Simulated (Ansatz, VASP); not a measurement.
Ni in VASP and in Ansatz

```
CELL_PARAMETERS angstrom
0.00000 1.72776 1.72776
1.72776 0.00000 1.72776
1.72776 1.72776 0.00000
ATOMIC_POSITIONS crystal
Ni 0.00000 0.00000 0.00000
```

Alike in both runs: functional PBEsol; k mesh 14 × 14 × 14; no spin polarisation.

Ansatz relaxed the structure, and its values are those at the end. VASP's run is a single point on that final structure, the one shown.

```csv
,VASP,Ansatz
version,VASP 6.6.1,Ansatz 0.2.0
potentials or method,"VASP PAW PBE potentials, release 64 (Ni), cutoff 600 eV",PAW plane waves
occupations,"methfessel-paxton of order 1, width 0.0173 eV","cold, width 0.0173 eV"
valence electrons in the cell,10,18
```

Ansatz gave:

* gap on the k mesh at the Fermi level (eV): none
* pressure (GPa): 0.0

What did VASP give for the same quantities?

gap on the k mesh at the Fermi level (eV): none; pressure (GPa): -0.1.

VASP's potentials were made for PBE, not for PBEsol. A gap of «none» marks a metal or a gap that the smearing closes. VASP's potentials hold 10 valence electrons a cell and Ansatz's 18, so a difference there can come from the potentials and not from the codes.
